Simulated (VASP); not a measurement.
AlNi: single point with PBEsol

AlNi:

```
CELL_PARAMETERS angstrom
2.86182 0.00000 0.00000
0.00000 2.86182 0.00000
0.00000 0.00000 2.86182
ATOMIC_POSITIONS crystal
Al 0.96680 0.98672 0.00000
Ni 0.51526 0.50610 0.50000
```

This cell differs from its parent crystal: atoms displaced along several vibrational modes.

```json
{
  "Program": "VASP 6.6.1",
  "Task": "single point",
  "Functional": "PBEsol",
  "Potentials or basis": "VASP PAW PBE potentials, release 64 (Al, Ni)",
  "Cutoff": "520 eV",
  "k mesh": "16 × 16 × 16",
  "Occupations": "gaussian, width 0.15 eV",
  "Spin": "no spin polarisation",
  "Dipole correction": "no",
  "Further INCAR settings": "ALGO = Fast; EDIFF = 1e-06; NBANDS = 14"
}
```

```yaml
Pressure: 1.9 GPa
Largest_force: 0.952 eV/Å
Band_gap_on_the_k_mesh: zero (an odd number of electrons rules out a gap without spin polarisation)
```

Forces in eV/Å, atoms in the order of the input:
```
Al   0.877  0.370  0.000
Ni  -0.877 -0.370  0.000
```

Stress tensor (GPa, compression positive):
```
1.29 1.18 0.00
1.18 2.17 0.00
0.00 0.00 2.35
```

Levels at points of the mesh, in eV from the Fermi level:
```tsv
k point	band 3	band 4	band 5	band 6	band 7	band 8	band 9	band 10	band 11	band 12
(0.00, 0.00, 0.00)	-3.34	-1.62	-1.59	-1.59	5.58	5.59	5.62	8.24	8.26	13.94
(0.50, 0.00, 0.00)	-2.88	-2.31	-2.31	-1.52	-0.65	8.38	10.02	10.03	11.16	11.18
(0.00, 0.50, 0.00)	-2.87	-2.34	-2.31	-1.51	-0.67	8.36	10.09	10.17	10.98	11.13
(0.00, 0.00, 0.50)	-2.86	-2.34	-2.31	-1.50	-0.68	8.36	10.12	10.19	10.96	11.10
(0.50, 0.50, 0.00)	-2.93	-2.81	-2.17	-2.14	-1.05	1.50	2.57	12.55	15.18	15.30
(0.00, 0.50, 0.50)	-2.98	-2.96	-2.09	-2.08	-1.06	1.48	2.58	12.60	14.69	14.69
(0.50, 0.00, 0.50)	-2.94	-2.83	-2.16	-2.13	-1.05	1.50	2.57	12.56	15.05	15.09
(0.50, 0.50, 0.50)	-4.19	-1.03	-1.02	1.91	1.92	1.99	3.67	4.60	4.62	4.86
```

It took 2.9 min on 1 thread of Intel(R) Xeon(R) 6975P-C (Granite Rapids), with other jobs on the host, peak memory 0.48 GiB.

Caveat: the cell differs from its parent crystal (atoms displaced along several vibrational modes); the PAW data sets were made with another functional, which shifts forces and pressure a little. Spin polarisation is off, so any magnetic state and its effect on volume and gap are missing.
